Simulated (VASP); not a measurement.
Write the native input for VASP 6.6.1 that does the following.

| Item | Value |
| --- | --- |
| Task | single point |
| Functional | PBE |
| Potentials or basis | VASP PAW PBE potentials, release 64 (Al, H) |
| Cutoff | 520 eV |
| k mesh | 5 × 4 × 1 |
| Occupations | gaussian, width 0.1 eV |
| Spin | no spin polarisation |
| Dipole correction | yes |
| Further INCAR settings | LREAL = Auto; ALGO = Normal; EDIFF = 1e-06; NBANDS = 40 |

The structure of Al8H lies in POSCAR:

```
Al8H
1.0
    5.7135165837      0.0000000000      0.0000000000
    0.0000000000      8.0801326415      0.0000000000
    0.0000000000      0.0000000000     22.2432786975
Al H
16 2
Direct
    0.2500000000      0.2500000000      0.1798296040
    0.2500000000      0.7500000000      0.1798296040
    0.7500000000      0.2500000000      0.1798296040
    0.7500000000      0.7500000000      0.1798296040
    0.0000000000      0.0000000000      0.2440458181
    0.0000000000      0.5000000000      0.2440458181
    0.5000000000      0.0000000000      0.2440458181
    0.5000000000      0.5000000000      0.2440458181
    0.2500000000      0.2500000000      0.3102598702
    0.2500000000      0.7500000000      0.3102598702
    0.7500000000      0.2500000000      0.3102598702
    0.7500000000      0.7500000000      0.3102598702
    0.0000000000      0.0000000000      0.3705963860
    0.0000000000      0.5000000000      0.3705963860
    0.5000000000      0.0000000000      0.3705963860
    0.5000000000      0.5000000000      0.3705963860
    0.2500000000      0.1769195165      0.4195999531
    0.2500000000      0.3230804835      0.4195999531
```

One way to write it, as run:

INCAR

```
ALGO = Normal ; DIPOL = 0.5 0.5 0.292
EDIFF = 1E-6 ; ENCUT = 520
GGA = PE ; IDIPOL = 3
ISIF = 2 ; ISMEAR = 0
LASPH = True ; LCHARG = True
LDIPOL = True ; LELF = True
LREAL = Auto ; LVACPOTAV = True
LVHAR = True ; LWAVE = False
NBANDS = 40 ; NELM = 60
PREC = Accurate ; SIGMA = 0.1
```

KPOINTS

```
k-points
0
Gamma
  5 4 1
```

Potentials or basis: VASP PAW PBE potentials, release 64 (Al, H).

Launch:

```bash
$ cat potpaw_PBE.64/Al/POTCAR potpaw_PBE.64/H/POTCAR > POTCAR
$ mpirun -np 1 vasp_std > vasp.out
```

Results of the run:

```yaml
Largest_force: 1.472 eV/Å
Band_gap_on_the_k_mesh: zero (bands 25 and 26 overlap by 0.60 eV)
```

It took 15 min on 1 thread of Intel(R) Xeon(R) Platinum 8488C (Sapphire Rapids) (shared host), peak memory 0.89 GiB.
